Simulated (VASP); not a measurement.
Input of a VASP 6.6.1 run:

The input INCAR:

```
SYSTEM = Br
PREC     = Accurate       ! precision mode
ENCUT    = 520            ! plane-wave cutoff, eV
EDIFF    = 1E-6           ! SCF threshold, eV
ISMEAR   = -1             ! smearing method
SIGMA    = 0.05           ! smearing width, eV
LREAL    = .False.        ! projectors in reciprocal space
LASPH    = .True.         ! aspherical terms in the spheres
NELM     = 60             ! most SCF steps
ALGO     = Normal         ! electronic algorithm
ISIF     = 2              ! what is computed and relaxed
LWAVE    = .False.        ! write WAVECAR
LCHARG   = .False.        ! write CHGCAR
GGA      = PS             ! functional
NBANDS   = 10             ! bands
```

Contents of KPOINTS:

```
Automatic mesh
0
Gamma
  13 13 13
  0 0 0
```

POSCAR

```
Br
1.0
   -1.2564634311      1.5949425043      3.0354276007
    1.2564634311     -1.5949425043      3.0354276007
    1.2564634311      1.5949425043     -3.0354276007
Br
1
Direct
    0.0000000000      0.0000000000      0.0000000000
```

Potentials or basis: VASP PAW PBE potentials, release 64 (Br).

Command:

```sh
$ cat potpaw_PBE.64/Br/POTCAR > POTCAR
$ mpirun -np 1 vasp_std > vasp.out
```

Task: What does it give for the pressure?

Result: 5.1 GPa.

Stress tensor (GPa, compression positive):
```
5.16 0.00 0.00
0.00 5.07 0.00
0.00 0.00 5.01
```

Caveat: the PAW data sets were made with another functional, which shifts forces and pressure a little; an odd number of electrons without spin polarisation forces a metal; a magnetic or distorted state may lie lower.
